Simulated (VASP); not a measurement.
C: single point with PBEsol

C:

```xyz
2
Lattice="2.1294 -1.2294 -0.0078 2.1294 1.2294 -0.0078 -1.3932 0.0000 3.6565" Properties=species:S:1:pos:R:3 pbc="T T T"
C    -0.6834    0.0000    3.6538
C     3.5490    0.0000   -0.0129
```

```yaml
Program: VASP 6.6.1
Task: single point
Functional: PBEsol
Potentials_or_basis: VASP PAW PBE potentials, release 64 (C)
Cutoff: 520 eV
k_mesh: 13 × 13 × 8
Occupations: fermi-dirac, width 0.05 eV
Spin: no spin polarisation
Dipole_correction: no
Further_INCAR_settings: ALGO = Normal; EDIFF = 1e-06; NBANDS = 11
```

```
Pressure : 0.6 GPa
```

Stress tensor (GPa, compression positive):
```
 0.95  0.00 -0.01
 0.00  0.95  0.00
-0.01  0.00 -0.05
```

It took 110 s on 1 thread of Intel Xeon 8259CL, with other jobs on the host, peak memory 0.17 GiB.

Caveat: this functional lacks dispersion, which binds layers or chains, so the pressure and a relaxed spacing across them are unreliable; the PAW data sets were made with another functional, which shifts forces and pressure a little.
